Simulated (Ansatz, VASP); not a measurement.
**NaI: VASP beside Ansatz**

Contents of INCAR:

```
SYSTEM = NaI
PREC     = Accurate       ! precision mode
ENCUT    = 520            ! plane-wave cutoff, eV
EDIFF    = 1E-7           ! SCF threshold, eV
ISMEAR   = -1             ! smearing method
SIGMA    = 0.02           ! smearing width, eV
LREAL    = .FALSE.        ! projectors in reciprocal space
LASPH    = .TRUE.         ! aspherical terms in the spheres
NELM     = 60             ! most SCF steps
ALGO     = Normal         ! electronic algorithm
ISIF     = 2              ! what is computed and relaxed
LWAVE    = .FALSE.        ! write WAVECAR
LCHARG   = .TRUE.         ! write CHGCAR
GGA      = PE             ! functional
LELF     = .TRUE.         ! ELF
LVHAR    = .TRUE.       
NBANDS   = 14             ! bands
```

The input KPOINTS:

```
Automatic mesh
0
G
  6 6 6
  0 0 0
```

File POSCAR:

```
NaI
1.0
    4.0453852017      0.0048486439      0.0048486439
    0.0048486439      4.0453852017      0.0048486439
    0.0048486439      0.0048486439      4.0453852017
Na I
1 1
Direct
    0.0000000000      0.0000000000      0.0000000000
    0.5000000000      0.5000000000      0.5000000000
```

Input for Ansatz:

```yaml
crystal:
  lattice:
    - [4.0453852017, 0.0048486439, 0.0048486439]
    - [0.0048486439, 4.0453852017, 0.0048486439]
    - [0.0048486439, 0.0048486439, 4.0453852017]
  atoms:
    - { symbol: Na, position: [0.0, 0.0, 0.0] }
    - { symbol: I, position: [0.5, 0.5, 0.5] }
kpoints:
  mp_grid: { grid: [6, 6, 6] }
  band_path:
    path:
      - [0.0, 0.0, 0.0]
      - [0.0, 0.5, 0.0]
      - [0.5, 0.5, 0.0]
      - [0.5, 0.5, 0.5]
      - [0.0, 0.5, 0.5]
    npoints: 1
hamiltonian:
  xc: pbe
scf:
  occupations: { method: fermi_dirac, width: 0.02 }
  n_extra_bands: 4
output:
  forces: true
  stress: true
  eigenvalues: true
  write_density: true
  write_potential: true
  elf: true
  volumetric_format: npy
```

Change from the starting cell: shear_111 strain +0.4%.

Alike in both runs: task single point; functional PBE; k mesh 6 × 6 × 6; occupations fermi-dirac, width 0.02 eV; no spin polarisation.

|  | VASP | Ansatz |
| --- | --- | --- |
| version | VASP 6.6.1 | Ansatz 0.2.0 |
| potentials or method | VASP PAW PBE potentials, release 64 (Na_pv, I) | plane waves, PAW |
| plane-wave cutoff (eV) | 520 | 420 |
| valence electrons in the cell | 14 | 26 |

|  | VASP | Ansatz | Ansatz less VASP |
| --- | --- | --- | --- |
| gap on the k mesh at the Fermi level (eV) | 2.29 | 2.29 | +0.003 |
| pressure (GPa) | 0.2 | 0.2 | -0.01 |

VASP's potentials hold 14 valence electrons a cell and Ansatz's 26, so a difference there can come from the potentials and not from the codes.

Spin-orbit coupling is off throughout.
